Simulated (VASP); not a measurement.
# KI in VASP: notebook

Runs on KI. Level: PBE. Tasks: single point.

Program: VASP 6.6.1. These are calculated values, not measurements. Logs are shortened: lines on timing, memory, paths and dates and some standing lists are left out, and cuts for length are marked.

**1. The cell of the first run**

It takes space group I4/mmm (No. 139, tetragonal). The conventional cell has a = 5.012 Å, b = 5.012 Å, c = 6.947 Å, α = 90.00°, β = 90.00°, γ = 90.00°. Within 4.6 Å of K (site symmetry 4/mmm) lie 6 I at 3.47 to 3.54 Å. Within 4.6 Å of I (site symmetry 4/mmm) lie 6 K at 3.47 to 3.54 Å.

**2. Single point, PBE (uniaxial z strain -2.0%)**

INCAR

```
PREC     = Accurate       # precision mode
ENCUT    = 520            # plane-wave cutoff, eV
EDIFF    = 1E-6           # SCF threshold, eV
ISMEAR   = 0              # smearing method
SIGMA    = 0.01           # smearing width, eV
LREAL    = False          # projectors in reciprocal space
LASPH    = True           # aspherical terms in the spheres
NELM     = 60             # most SCF steps
ALGO     = Normal         # electronic algorithm
ISIF     = 2              # what is computed and relaxed
LWAVE    = False          # write WAVECAR
LCHARG   = False          # write CHGCAR
GGA      = PE             # functional
NBANDS   = 15             # bands
```

KPOINTS

```
regular mesh
0
Gamma
  4 4 4
```

POSCAR

```
KI
1.0
    0.0000000000      3.5442852436      3.4733995387
    3.5442852436      0.0000000000      3.4733995387
    3.5442852436      3.5442852436      0.0000000000
K I
1 1
Direct
    0.0000000000      0.0000000000      0.0000000000
    0.5000000000      0.5000000000      0.5000000000
```

Potentials or basis: VASP PAW PBE potentials, release 64 (K_sv, I).

Launch:

```
> cat potpaw_PBE.64/K_sv/POTCAR potpaw_PBE.64/I/POTCAR > POTCAR
> mpirun -np 1 vasp_std > vasp.out
```

OUTCAR:

```text
PREC = Accurate
   ENCUT = 520
   EDIFF = 1E-6
   ISMEAR = 0
   LREAL = False
   LASPH = True
   NELM = 60
   ISIF = 2
   GGA = PE

 ion  position               nearest neighbor table
   1  0.000  0.000  0.000-   2 3.47   2 3.47   2 3.54   2 3.54   2 3.54   2 3.54
   2  0.500  0.500  0.500-   1 3.47   1 3.47   1 3.54   1 3.54   1 3.54   1 3.54

  LATTYP: Found a body centered tetragonal cell.
 ALAT       =     5.0123762604
 C/A-ratio  =     1.3859292911

  Lattice vectors:

 A1 = (   0.0000000000,  -3.5442852436,  -3.4733995387)
 A2 = (   0.0000000000,   3.5442852436,  -3.4733995387)
 A3 = (   3.5442852436,   0.0000000000,   3.4733995387)

Analysis of symmetry for initial positions (statically):
=====================================================================
 Subroutine PRICEL returns:
 Original cell was already a primitive cell.

 Routine SETGRP: Setting up the symmetry group for a
 body centered tetragonal supercell.

 Subroutine GETGRP returns: Found 16 space group operations
 (whereof 16 operations were pure point group operations)
 out of a pool of 16 trial point group operations.

The static configuration has the point symmetry D_4h.

Analysis of symmetry for dynamics (positions and initial velocities):
=====================================================================
 Subroutine PRICEL returns:
 Original cell was already a primitive cell.

 Routine SETGRP: Setting up the symmetry group for a
 body centered tetragonal supercell.

 Subroutine GETGRP returns: Found 16 space group operations
 (whereof 16 operations were pure point group operations)
 out of a pool of 16 trial point group operations.

The dynamic configuration has the point symmetry D_4h.

 Subroutine INISYM returns: Found 16 space group operations
 (whereof 16 operations are pure point group operations),
 and found     1 'primitive' translations

----------------------------------------------------------------------------------------

                                     Primitive cell

  volume of cell :      87.2654

  direct lattice vectors                    reciprocal lattice vectors
     0.000000000  3.544285244  3.473399539    -0.141072167  0.141072167  0.143951191
     3.544285244  0.000000000  3.473399539     0.141072167 -0.141072167  0.143951191
     3.544285244  3.544285244  0.000000000     0.141072167  0.141072167 -0.143951191

  length of vectors
     4.962505642  4.962505642  5.012376260     0.246017597  0.246017597  0.246017597

  position of ions in fractional coordinates (direct lattice)
     0.000000000  0.000000000  0.000000000
     0.500000000  0.500000000  0.500000000

  ion indices of the primitive-cell ions
   primitive index   ion index
                 1           1
                 2           2

----------------------------------------------------------------------------------------

 KPOINTS: regular mesh

Automatic generation of k-mesh.
 Grid dimensions read from file:
 generate k-points for:    4    4    4

 Generating k-lattice:

  Cartesian coordinates                     Fractional coordinates (reciprocal lattice)
    -0.035268042  0.035268042  0.035987798     0.250000000  0.000000000  0.000000000
     0.035268042 -0.035268042  0.035987798     0.000000000  0.250000000  0.000000000
     0.035268042  0.035268042 -0.035987798    -0.000000000 -0.000000000  0.250000000

  Length of vectors
     0.061504399  0.061504399  0.061504399

  Shift w.r.t. Gamma in fractional coordinates (k-lattice)
     0.000000000  0.000000000  0.000000000

 Subroutine IBZKPT returns following result:
 ===========================================

 Found     13 irreducible k-points:

 Following reciprocal coordinates:
            Coordinates               Weight
  0.000000  0.000000  0.000000      1.000000
  0.250000 -0.000000  0.000000      8.000000
  0.500000 -0.000000  0.000000      4.000000
  0.250000  0.250000  0.000000      2.000000
  0.500000  0.250000  0.000000      8.000000
 -0.250000  0.250000  0.000000      4.000000
  0.500000  0.500000  0.000000      1.000000
  0.250000  0.000000  0.250000      4.000000
  0.500000 -0.000000  0.250000     16.000000
 -0.250000  0.000000  0.250000      8.000000
 -0.250000  0.500000  0.250000      4.000000
  0.500000  0.000000  0.500000      2.000000
 -0.250000  0.250000  0.500000      2.000000
   k-points           NKPTS =     13   k-points in BZ     NKDIM =     13   number of bands    NBANDS=     15
   number of dos      NEDOS =    301   number of ions     NIONS =      2
   total plane-waves  NPLWV =  64000
   dimension x,y,z NGX =    40 NGY =   40 NGZ =   40
   dimension x,y,z NGXF=    80 NGYF=   80 NGZF=   80
   ions per type =               1   1
   NGX,Y,Z   is equivalent  to a cutoff of  13.40, 13.40, 13.27 a.u.
   NGXF,Y,Z  is equivalent  to a cutoff of  26.80, 26.80, 26.53 a.u.
 SYSTEM =  unknown system
   PREC   = accura    normal or accurate (medium, high low for compatibility)
   ISTART =      0    job   : 0-new  1-cont  2-samecut
   ICHARG =      2    charge: 1-file 2-atom 10-const
   ISPIN  =      1    spin polarized calculation?
   LNONCOLLINEAR =      F non collinear calculations
   LSORBIT =      F    spin-orbit coupling
   LASPH  =      T    aspherical Exc in radial PAW
   ENCUT  =  520.0 eV  38.22 Ry    6.18 a.u.   9.23  9.23  9.32*2*pi/ulx,y,z
   NELM   =     60;   NELMIN=  2; NELMDL= -5     # of ELM steps
   EDIFF  = 0.1E-05   stopping-criterion for ELM
   LREAL  =      F    real-space projection
   EDIFFG = 0.1E-04   stopping-criterion for IOM
   NSW    =      0    number of steps for IOM
   IBRION =     -1    ionic relax: 0-MD 1-quasi-New 2-CG
   NFREE  =      0    steps in history (QN), initial steepest desc. (CG)
   ISIF   =      2    stress and relaxation
   ISYM   =      2    0-nonsym 1-usesym 2-fastsym
   POTIM  = 0.5000    time-step for ionic-motion
   TEBEG  =    0.0;   TEEND  =   0.0 temperature during run
   PSTRESS=    0.0 pullay stress
   NELECT =      16.0000    total number of electrons
   NUPDOWN=      -1.0000    fix difference up-down
   EMIN   =  10.00;   EMAX   =-10.00  energy-range for DOS
   EFERMI =   0.00;   METHOD = LEGACY
   ISMEAR =     0;   SIGMA  =   0.01  broadening in eV -4-tet -1-fermi 0-gaus
   EFERMI_NEDOS =   21; number of points for ismear=-14 and -15
   IALGO  =     38    algorithm
   IMIX   =      4    mixing-type and parameters
     AMIX     =   0.40;   BMIX     =  1.00
     AMIX_MAG =   1.60;   BMIX_MAG =  1.00
  volume/ion in A,a.u.               =      43.63       294.45
  Fermi-wavevector in a.u.,A,eV,Ry     =   0.930038  1.757517 11.768646  0.864971
  Thomas-Fermi vector in A             =   2.056384
   LORBIT       =      0    0 simple, 1 ext, 2 COOP (PROOUT), +10 PAW based schemes
   GGA     = PE    functional components
   LHFCALC =     F    Hartree Fock is set to
   AEXX    =    0.0000 exact exchange contribution
   IVDW    =     0    specifies the selected vdW correction
   LEPSILON=     F    determine dielectric tensor
   LRPA    =     F    only Hartree local field effects (RPA)
 non-spin polarized calculation
 Gauss-broadening in eV      SIGMA  =   0.01
  energy-cutoff  :      520.00
  volume of cell :       87.27
 maximum number of plane-waves:      2365
 NGX is ok and might be reduce to    40
   NGX = 19   NGY = 19   NGZ = 19

 number of electron      15.9999999 magnetization

 Free energy of the ion-electron system (eV)
  ---------------------------------------------------
  ext. energy  EPLUGINS =         0.00000000
  ---------------------------------------------------
  free energy    TOTEN  =        -5.54934240 eV

  energy without entropy =       -5.54934240  energy(sigma->0) =       -5.54934240

 E-fermi :  -0.2857     XC(G=0):  -7.2179

 val. band max:       -0.3563148938   @ k =   0.0000   0.0000   0.0000
 cond. band min:       3.6256568313   @ k =   0.0000   0.0000   0.0000
 fundamental gap:      3.9819717251
 Fermi energy:        -0.2857456294

 k-point     1 :       0.0000    0.0000    0.0000
  band No.  band energies     occupation
      1     -28.8447      2.00000
      2     -12.3347      2.00000
      3     -12.3336      2.00000
      4     -12.3336      2.00000
      5     -10.8783      2.00000
      6      -0.3619      2.00000
      7      -0.3619      2.00000
      8      -0.3563      2.00000
      9       3.6257      0.00000
     10       6.0918      0.00000
     11       6.0918      0.00000
     12       6.2138      0.00000
     13       6.8148      0.00000
     14       6.8987      0.00000
     15       9.4408      0.00000

 k-point     2 :       0.2500   -0.0000    0.0000
  band No.  band energies     occupation
      1     -28.8436      2.00000
      2     -12.4180      2.00000
      3     -12.3354      2.00000
      4     -12.3348      2.00000
      5     -10.7275      2.00000
      6      -1.1343      2.00000
      7      -0.5444      2.00000
      8      -0.5383      2.00000
      9       4.7220      0.00000
     10       6.2218      0.00000
     11       6.7109      0.00000
     12       6.7849      0.00000
     13       7.5235      0.00000
     14       7.6149      0.00000
     15       9.9712      0.00000

 k-point     3 :       0.5000   -0.0000    0.0000
  band No.  band energies     occupation
      1     -28.8425      2.00000
      2     -12.4903      2.00000
      3     -12.3372      2.00000
      4     -12.3354      2.00000
      5     -10.5856      2.00000
      6      -1.7046      2.00000
      7      -0.7092      2.00000
      8      -0.7017      2.00000
      9       5.1723      0.00000
     10       7.3788      0.00000
     11       7.7280      0.00000
     12       7.8868      0.00000
     13       8.3582      0.00000
     14       8.3680      0.00000
     15       9.0118      0.00000

 k-point     4 :       0.2500    0.2500    0.0000
  band No.  band energies     occupation
      1     -28.8432      2.00000
      2     -12.4040      2.00000
      3     -12.3437      2.00000
      4     -12.3437      2.00000
      5     -10.7241      2.00000
      6      -1.1750      2.00000
      7      -0.5841      2.00000
      8      -0.5841      2.00000
      9       4.9499      0.00000
     10       5.1661      0.00000
     11       7.2325      0.00000
     12       7.5537      0.00000
     13       7.5537      0.00000
     14       7.9058      0.00000
     15       9.9802      0.00000
[... 109 lines left out ...]
 k-point    11 :      -0.2500    0.5000    0.2500
  band No.  band energies     occupation
      1     -28.8418      2.00000
      2     -12.3835      2.00000
      3     -12.3688      2.00000
      4     -12.3672      2.00000
      5     -10.6727      2.00000
      6      -1.1123      2.00000
      7      -1.0897      2.00000
      8      -0.9579      2.00000
      9       6.0701      0.00000
     10       6.0958      0.00000
     11       6.3059      0.00000
     12       7.8799      0.00000
     13       8.4589      0.00000
     14       9.3206      0.00000
     15       9.6336      0.00000

 k-point    12 :       0.5000    0.0000    0.5000
  band No.  band energies     occupation
      1     -28.8419      2.00000
      2     -12.3806      2.00000
      3     -12.3546      2.00000
      4     -12.3506      2.00000
      5     -10.7326      2.00000
      6      -1.3810      2.00000
      7      -0.7322      2.00000
      8      -0.7103      2.00000
      9       4.5630      0.00000
     10       5.4294      0.00000
     11       7.7291      0.00000
     12       8.3884      0.00000
     13       8.4697      0.00000
     14       9.2367      0.00000
     15       9.3425      0.00000

 k-point    13 :      -0.2500    0.2500    0.5000
  band No.  band energies     occupation
      1     -28.8419      2.00000
      2     -12.3967      2.00000
      3     -12.3655      2.00000
      4     -12.3655      2.00000
      5     -10.6572      2.00000
      6      -1.0972      2.00000
      7      -1.0972      2.00000
      8      -1.0006      2.00000
      9       6.1588      0.00000
     10       6.1588      0.00000
     11       6.2958      0.00000
     12       7.8520      0.00000
     13       8.5669      0.00000
     14       9.2759      0.00000
     15       9.9479      0.00000

------------------------ aborting loop because EDIFF is reached ----------------------------------------

  FORCE on cell =-STRESS in cart. coord.  units (eV):
  Direction    XX          YY          ZZ          XY          YZ          ZX
  --------------------------------------------------------------------------------------
  -------------------------------------------------------------------------------------
  Total        0.3208633      0.3208633      0.6449596      0.0000000     -0.0000000     -0.0000000
  in kB        5.8909933      5.8909933     11.8413441      0.0000000     -0.0000000     -0.0000000
  external PRESSURE =       7.8744436 kB  Pullay stress =       0.0000000 kB

 VOLUME and BASIS-vectors are now :
 -----------------------------------------------------------------------------
  energy-cutoff  :      520.00
  volume of cell :       87.27
      direct lattice vectors                 reciprocal lattice vectors
     0.000000000  3.544285244  3.473399539    -0.141072167  0.141072167  0.143951191
     3.544285244  0.000000000  3.473399539     0.141072167 -0.141072167  0.143951191
     3.544285244  3.544285244  0.000000000     0.141072167  0.141072167 -0.143951191

 POSITION                                       TOTAL-FORCE (eV/Angst)
 -----------------------------------------------------------------------------------
      0.00000      0.00000      0.00000         0.000000      0.000000      0.000000
      3.54429      3.54429      3.47340         0.000000      0.000000     -0.000000
 -----------------------------------------------------------------------------------
    total drift:                                0.000000     -0.000000     -0.000000

  FREE ENERGIE OF THE ION-ELECTRON SYSTEM (eV)
  ---------------------------------------------------
  free  energy   TOTEN  =        -5.5493424006 eV

  energy  without entropy=       -5.5493424006  energy(sigma->0) =       -5.54934240
```

Run time: 17 s. Hardware: 1 thread of Intel Xeon Platinum 8259CL at 2.50GHz (Skylake/Cascade Lake), shared host; peak memory 0.23 GiB.

What came out:

```
Free energy            : -5.5493 eV
Pressure               : 0.8 GPa
Band gap on the k mesh : 3.98 eV, direct
```

Caveat: the cell differs from its parent crystal (uniaxial z strain -2.0%); spin-orbit coupling is left out, which moves the levels of the heavy elements.

**3. Single point, PBE (strain along [111] +3.0%)**

INCAR

```
SYSTEM = KI
PREC = Accurate
ENCUT = 520
EDIFF = 1E-7
ISMEAR = 0
SIGMA = 0.01
LREAL = .False.
LASPH = .True.
NELM = 60
ALGO = Normal
ISIF = 2
LWAVE = .False.
LCHARG = .False.
GGA = PE
NBANDS = 15
```

KPOINTS

```
regular mesh
0
Gamma
  4 4 4
  0 0 0
```

POSCAR

```
KI
1.0
    0.0708857049      3.6151709484      3.6151709484
    3.6151709484      0.0708857049      3.6151709484
    3.6151709484      3.6151709484      0.0708857049
K I
1 1
Direct
    0.0000000000      0.0000000000      0.0000000000
    0.5000000000      0.5000000000      0.5000000000
```

Potentials or basis: VASP PAW PBE potentials, release 64 (K_sv, I).

Launch:

```
> cat potpaw_PBE.64/K_sv/POTCAR potpaw_PBE.64/I/POTCAR > POTCAR
> mpirun -np 1 vasp_std > vasp.out
```

Run time: 21 s. Hardware: 1 thread of Intel Xeon Platinum 8259CL at 2.50GHz (Skylake/Cascade Lake), shared host; peak memory 0.24 GiB.

The run converged. Its results:

* Free energy: -5.5626 eV
* Pressure: 0.1 GPa
* Band gap on the k mesh: 3.84 eV, direct

Stress tensor (GPa, compression positive):
```
 0.13 -0.08 -0.08
-0.08  0.13 -0.08
-0.08 -0.08  0.13
```

Levels at points of the mesh, in eV from the valence-band top:
```tsv
k point	band 4	band 5	band 6	band 7	band 8	band 9	band 10	band 11	band 12	band 13
(0.00, 0.00, 0.00)	-12.08	-10.47	-0.08	0.00	0.00	3.84	6.35	6.55	6.55	7.18
(0.50, 0.00, 0.00)	-12.09	-10.24	-1.26	-0.37	-0.32	5.44	7.57	7.92	8.09	8.55
(0.50, 0.50, 0.00)	-12.10	-10.34	-0.96	-0.40	-0.34	4.97	5.65	8.02	8.55	8.58
(0.50, 0.50, 0.50)	-12.09	-10.25	-1.27	-0.28	-0.28	5.48	7.47	8.13	8.13	8.55
```

Caveat: the cell differs from its parent crystal (strain along [111] +3.0%); spin-orbit coupling is left out, which moves the levels of the heavy elements.
